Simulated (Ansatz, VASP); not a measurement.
One calculation of Na2S, two programs

```
CELL_PARAMETERS angstrom
0.00000 3.27350 3.27350
3.27350 0.00000 3.27350
3.27350 3.27350 0.00000
ATOMIC_POSITIONS crystal
Na 0.25000 0.25000 0.25000
Na 0.75000 0.75000 0.75000
S 0.00000 0.00000 0.00000
```

Alike in both runs: task single point; functional BLYP; k mesh 6 × 6 × 6; no spin polarisation.

|  | VASP | Ansatz |
| --- | --- | --- |
| version | VASP 6.6.1 | Ansatz 0.2.0 |
| potentials or method | VASP PAW PBE potentials, release 64 (Na_pv, S), cutoff 500 eV | plane waves, PAW |
| occupations | gaussian, width 0.01 eV | fixed |
| valence electrons in the cell | 20 | 24 |

```csv
,VASP,Ansatz,Ansatz less VASP
gap on the k mesh at the Fermi level (eV),2.58,2.57,-0.009
```

VASP's potentials were made for PBE, not for BLYP. VASP's potentials hold 20 valence electrons a cell and Ansatz's 24, so a difference there can come from the potentials and not from the codes.
